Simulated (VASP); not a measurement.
# Ba3Bi2 (P-4m2) in VASP: further runs

The runs below take Ba3Bi2 through single point, with PBE.

Everything below comes from runs of VASP 6.6.1. Logs are shortened: lines on timing, memory, paths and dates and some standing lists are left out, and cuts for length are marked.

**1. The cell of the first run**

The structure is tetragonal, space group P-4m2 (No. 115). Conventional cell: a = 5.000 Å, b = 5.000 Å, c = 9.661 Å, α = 90.00°, β = 90.00°, γ = 90.00°. Ba (site symmetry 2mm) has 5 Bi at 3.65 Å and 6 Ba at 4.27 to 4.47 Å within 4.8 Å. Ba (site symmetry -4m2) has 4 Bi at 3.57 Å and 4 Ba at 4.27 Å within 4.7 Å. Bi (site symmetry 2mm) has 7 Ba at 3.57 to 3.65 Å within 4.7 Å.

**2. Single point, PBE**

The input, INCAR:

```
SYSTEM = Ba3Bi2
ALGO = Fast
EDIFF = 1E-6
ENCUT = 520
GGA = PE
ISIF = 2
ISMEAR = 0
LASPH = .True.
LCHARG = .False.
LREAL = .False.
LWAVE = .False.
NBANDS = 38
NELM = 80
PREC = Accurate
SIGMA = 0.2
```

The input, KPOINTS:

```
k-points
0
Gamma
  4 4 2
  0 0 0
```

The input, POSCAR:

```
Ba3Bi2
1.0
    4.9998922000      0.0000000000      0.0000000000
    0.0000000000      4.9998922000      0.0000000000
    0.0000000000      0.0000000000      9.6610147878
Ba Bi
3 2
Direct
    0.0000000000      0.5000000000      0.3585782728
    0.5000000000      0.0000000000      0.6414217272
    0.5000000000      0.5000000000      0.0000000000
    0.5000000000      0.0000000000      0.2640085735
    0.0000000000      0.5000000000      0.7359914265
```

Potentials or basis: VASP PAW PBE potentials, release 64 (Ba_sv, Bi_d).

On the command line:

```bash
$ cat potpaw_PBE.64/Ba_sv/POTCAR potpaw_PBE.64/Bi_d/POTCAR > POTCAR
$ mpirun -np 1 vasp_std > vasp.out
```

OUTCAR:

```text
SYSTEM = Ba3Bi2
   EDIFF = 1E-6
   ENCUT = 520
   GGA = PE
   ISIF = 2
   ISMEAR = 0
   LASPH = .True.
   LREAL = .False.
   NELM = 80
   PREC = Accurate

 ion  position               nearest neighbor table
   1  0.000  0.500  0.359-   5 3.65   4 3.65   4 3.65   4 3.65   4 3.65   3 4.27   3 4.27   2 4.47
                             2 4.47   2 4.47   2 4.47
   2  0.500  0.000  0.641-   4 3.65   5 3.65   5 3.65   5 3.65   5 3.65   3 4.27   3 4.27   1 4.47
                             1 4.47   1 4.47   1 4.47
   3  0.500  0.500  0.000-   4 3.57   5 3.57   4 3.57   5 3.57   2 4.27   1 4.27   1 4.27   2 4.27

   4  0.500  0.000  0.264-   3 3.57   3 3.57   2 3.65   1 3.65   1 3.65   1 3.65   1 3.65
   5  0.000  0.500  0.736-   3 3.57   3 3.57   1 3.65   2 3.65   2 3.65   2 3.65   2 3.65

  LATTYP: Found a simple tetragonal cell.
 ALAT       =     4.9998922000
 C/A-ratio  =     1.9322446168

  Lattice vectors:

 A1 = (   4.9998922000,   0.0000000000,   0.0000000000)
 A2 = (   0.0000000000,   4.9998922000,   0.0000000000)
 A3 = (   0.0000000000,   0.0000000000,   9.6610147878)

Analysis of symmetry for initial positions (statically):
=====================================================================
 Subroutine PRICEL returns:
 Original cell was already a primitive cell.

 Routine SETGRP: Setting up the symmetry group for a
 simple tetragonal supercell.

 Subroutine GETGRP returns: Found  8 space group operations
 (whereof  8 operations were pure point group operations)
 out of a pool of 16 trial point group operations.

The static configuration has the point symmetry D_2d.

Analysis of symmetry for dynamics (positions and initial velocities):
=====================================================================
 Subroutine PRICEL returns:
 Original cell was already a primitive cell.

 Routine SETGRP: Setting up the symmetry group for a
 simple tetragonal supercell.

 Subroutine GETGRP returns: Found  8 space group operations
 (whereof  8 operations were pure point group operations)
 out of a pool of 16 trial point group operations.

The dynamic configuration has the point symmetry D_2d.

 Subroutine INISYM returns: Found  8 space group operations
 (whereof  8 operations are pure point group operations),
 and found     1 'primitive' translations

----------------------------------------------------------------------------------------

                                     Primitive cell

  volume of cell :     241.5150

  direct lattice vectors                    reciprocal lattice vectors
     4.999892200  0.000000000  0.000000000     0.200004312  0.000000000  0.000000000
     0.000000000  4.999892200  0.000000000     0.000000000  0.200004312  0.000000000
     0.000000000  0.000000000  9.661014788     0.000000000  0.000000000  0.103508795

  length of vectors
     4.999892200  4.999892200  9.661014788     0.200004312  0.200004312  0.103508795

  position of ions in fractional coordinates (direct lattice)
     0.000000000  0.500000000  0.358578273
     0.500000000  0.000000000  0.641421727
     0.500000000  0.500000000  0.000000000
     0.500000000  0.000000000  0.264008573
     0.000000000  0.500000000  0.735991427

  ion indices of the primitive-cell ions
   primitive index   ion index
                 1           1
                 2           2
                 3           3
                 4           4
                 5           5

----------------------------------------------------------------------------------------

 KPOINTS: k-points

Automatic generation of k-mesh.
 Grid dimensions read from file:
 generate k-points for:    4    4    2

 Generating k-lattice:

  Cartesian coordinates                     Fractional coordinates (reciprocal lattice)
     0.050001078  0.000000000  0.000000000     0.250000000  0.000000000  0.000000000
     0.000000000  0.050001078  0.000000000     0.000000000  0.250000000  0.000000000
     0.000000000  0.000000000  0.051754398     0.000000000  0.000000000  0.500000000

  Length of vectors
     0.050001078  0.050001078  0.051754398

  Shift w.r.t. Gamma in fractional coordinates (k-lattice)
     0.000000000  0.000000000  0.000000000

 Subroutine IBZKPT returns following result:
 ===========================================

 Found     12 irreducible k-points:

 Following reciprocal coordinates:
            Coordinates               Weight
  0.000000  0.000000  0.000000      1.000000
  0.250000  0.000000  0.000000      4.000000
  0.500000  0.000000  0.000000      2.000000
  0.250000  0.250000  0.000000      4.000000
  0.500000  0.250000  0.000000      4.000000
  0.500000  0.500000  0.000000      1.000000
  0.000000  0.000000  0.500000      1.000000
  0.250000  0.000000  0.500000      4.000000
  0.500000  0.000000  0.500000      2.000000
  0.250000  0.250000  0.500000      4.000000
  0.500000  0.250000  0.500000      4.000000
  0.500000  0.500000  0.500000      1.000000
   k-points           NKPTS =     12   k-points in BZ     NKDIM =     12   number of bands    NBANDS=     38
   number of dos      NEDOS =    301   number of ions     NIONS =      5
   total plane-waves  NPLWV = 115200
   dimension x,y,z NGX =    40 NGY =   40 NGZ =   72
   dimension x,y,z NGXF=    80 NGYF=   80 NGZF=  144
   ions per type =               3   2
   NGX,Y,Z   is equivalent  to a cutoff of  13.30, 13.30, 12.39 a.u.
   NGXF,Y,Z  is equivalent  to a cutoff of  26.60, 26.60, 24.78 a.u.
 SYSTEM =  Ba3Bi2
   PREC   = accura    normal or accurate (medium, high low for compatibility)
   ISTART =      0    job   : 0-new  1-cont  2-samecut
   ICHARG =      2    charge: 1-file 2-atom 10-const
   ISPIN  =      1    spin polarized calculation?
   LNONCOLLINEAR =      F non collinear calculations
   LSORBIT =      F    spin-orbit coupling
   LASPH  =      T    aspherical Exc in radial PAW
   ENCUT  =  520.0 eV  38.22 Ry    6.18 a.u.   9.30  9.30 17.96*2*pi/ulx,y,z
   NELM   =     80;   NELMIN=  2; NELMDL= -5     # of ELM steps
   EDIFF  = 0.1E-05   stopping-criterion for ELM
   LREAL  =      F    real-space projection
   EDIFFG = 0.1E-04   stopping-criterion for IOM
   NSW    =      0    number of steps for IOM
   IBRION =     -1    ionic relax: 0-MD 1-quasi-New 2-CG
   NFREE  =      0    steps in history (QN), initial steepest desc. (CG)
   ISIF   =      2    stress and relaxation
   ISYM   =      2    0-nonsym 1-usesym 2-fastsym
   POTIM  = 0.5000    time-step for ionic-motion
   TEBEG  =    0.0;   TEEND  =   0.0 temperature during run
   PSTRESS=    0.0 pullay stress
   NELECT =      60.0000    total number of electrons
   NUPDOWN=      -1.0000    fix difference up-down
   EMIN   =  10.00;   EMAX   =-10.00  energy-range for DOS
   EFERMI =   0.00;   METHOD = LEGACY
   ISMEAR =     0;   SIGMA  =   0.20  broadening in eV -4-tet -1-fermi 0-gaus
   EFERMI_NEDOS =   21; number of points for ismear=-14 and -15
   IALGO  =     68    algorithm
   IMIX   =      4    mixing-type and parameters
     AMIX     =   0.40;   BMIX     =  1.00
     AMIX_MAG =   1.60;   BMIX_MAG =  1.00
  volume/ion in A,a.u.               =      48.30       325.96
  Fermi-wavevector in a.u.,A,eV,Ry     =   1.029147  1.944805 14.410511  1.059143
  Thomas-Fermi vector in A             =   2.163179
   LORBIT       =      0    0 simple, 1 ext, 2 COOP (PROOUT), +10 PAW based schemes
   GGA     = PE    functional components
   LHFCALC =     F    Hartree Fock is set to
   AEXX    =    0.0000 exact exchange contribution
   IVDW    =     0    specifies the selected vdW correction
   LEPSILON=     F    determine dielectric tensor
   LRPA    =     F    only Hartree local field effects (RPA)
 non-spin polarized calculation
 RMM-DIIS sequential band-by-band and
 Gauss-broadening in eV      SIGMA  =   0.20
  energy-cutoff  :      520.00
  volume of cell :      241.51
 maximum number of plane-waves:      6535
 NGX is ok and might be reduce to    40
   NGX = 19   NGY = 19   NGZ = 35

 number of electron      60.0000012 magnetization

 Free energy of the ion-electron system (eV)
  ---------------------------------------------------
  ext. energy  EPLUGINS =         0.00000000
  ---------------------------------------------------
  free energy    TOTEN  =       -17.84164828 eV

  energy without entropy =      -17.82770566  energy(sigma->0) =      -17.83467697

 E-fermi :   3.0585     XC(G=0):  -8.0555

 val. band max:        3.0037925234   @ k =   0.0000   0.0000   0.0000
 cond. band min:       3.2137525869   @ k =   0.0000   0.0000   0.0000
 fundamental gap:      0.2099600635
 Fermi energy:         3.0584952271

 k-point     1 :       0.0000    0.0000    0.0000
  band No.  band energies     occupation
      1     -25.7218      2.00000
      2     -25.4620      2.00000
      3     -25.4356      2.00000
      4     -18.5747      2.00000
      5     -18.5727      2.00000
      6     -18.5727      2.00000
[... 30 lines left out ...]
     37       5.0872      0.00000
     38       5.4055      0.00000

 k-point     2 :       0.2500    0.0000    0.0000
  band No.  band energies     occupation
      1     -25.7200      2.00000
      2     -25.4565      2.00000
      3     -25.4378      2.00000
      4     -18.5746      2.00000
      5     -18.5728      2.00000
      6     -18.5726      2.00000
[... 30 lines left out ...]
     37       5.3668      0.00000
     38       5.4418      0.00000

 k-point     3 :       0.5000    0.0000    0.0000
  band No.  band energies     occupation
      1     -25.7181      2.00000
      2     -25.4457      2.00000
      3     -25.4452      2.00000
      4     -18.5739      2.00000
      5     -18.5733      2.00000
      6     -18.5724      2.00000
[... 30 lines left out ...]
     37       5.9063      0.00000
[... 289 lines left out ...]
 k-point    11 :       0.5000    0.2500    0.5000
  band No.  band energies     occupation
      1     -25.7164      2.00000
      2     -25.4443      2.00000
      3     -25.4441      2.00000
      4     -18.5740      2.00000
      5     -18.5732      2.00000
      6     -18.5730      2.00000
[... 30 lines left out ...]
     37       6.0679      0.00000
     38       6.6504      0.00000

 k-point    12 :       0.5000    0.5000    0.5000
  band No.  band energies     occupation
      1     -25.7146      2.00000
      2     -25.4430      2.00000
      3     -25.4430      2.00000
      4     -18.5748      2.00000
      5     -18.5726      2.00000
      6     -18.5726      2.00000
[... 30 lines left out ...]
     37       6.3261      0.00000
     38       7.0519      0.00000

------------------------ aborting loop because EDIFF is reached ----------------------------------------

  FORCE on cell =-STRESS in cart. coord.  units (eV):
  Direction    XX          YY          ZZ          XY          YZ          ZX
  --------------------------------------------------------------------------------------
  -------------------------------------------------------------------------------------
  Total        0.6591228      0.6591228      0.3211783      0.0000000      0.0000000      0.0000000
  in kB        4.3725310      4.3725310      2.1306529      0.0000000      0.0000000      0.0000000
  external PRESSURE =       3.6252383 kB  Pullay stress =       0.0000000 kB

 VOLUME and BASIS-vectors are now :
 -----------------------------------------------------------------------------
  energy-cutoff  :      520.00
  volume of cell :      241.51
      direct lattice vectors                 reciprocal lattice vectors
     4.999892200  0.000000000  0.000000000     0.200004312  0.000000000  0.000000000
     0.000000000  4.999892200  0.000000000     0.000000000  0.200004312  0.000000000
     0.000000000  0.000000000  9.661014788     0.000000000  0.000000000  0.103508795

 POSITION                                       TOTAL-FORCE (eV/Angst)
 -----------------------------------------------------------------------------------
      0.00000      2.49995      3.46423        -0.000000     -0.000000      0.022155
      2.49995      0.00000      6.19678         0.000000     -0.000000     -0.022155
      2.49995      2.49995      0.00000        -0.000000      0.000000      0.000000
      2.49995      0.00000      2.55059        -0.000000     -0.000000      0.000971
      0.00000      2.49995      7.11042        -0.000000     -0.000000     -0.000971
 -----------------------------------------------------------------------------------
    total drift:                               -0.000000     -0.000000      0.000000

  FREE ENERGIE OF THE ION-ELECTRON SYSTEM (eV)
  ---------------------------------------------------
  free  energy   TOTEN  =       -17.8416482841 eV

  energy  without entropy=      -17.8277056611  energy(sigma->0) =      -17.83467697
```

It took 1.9 min on 1 thread of Intel Xeon 6975P-C (Granite Rapids), shared host; peak memory 0.38 GiB.

What came out:

```yaml
Free_energy: -17.8416 eV
Pressure: 0.4 GPa
Largest_force: 0.022 eV/Å
Band_gap_on_the_k_mesh: zero (filled and empty bands touch)
```

Forces in eV/Å, atoms in the order of the input:
```
Ba   0.000  0.000  0.022
Ba   0.000  0.000 -0.022
Ba   0.000  0.000  0.000
Bi   0.000  0.000  0.001
Bi   0.000  0.000 -0.001
```

Stress tensor (GPa, compression positive):
```
0.44 0.00 0.00
0.00 0.44 0.00
0.00 0.00 0.21
```

Caveat: spin-orbit coupling is left out, which moves the levels of the heavy elements.

(Part 1 of 2 ends here.)
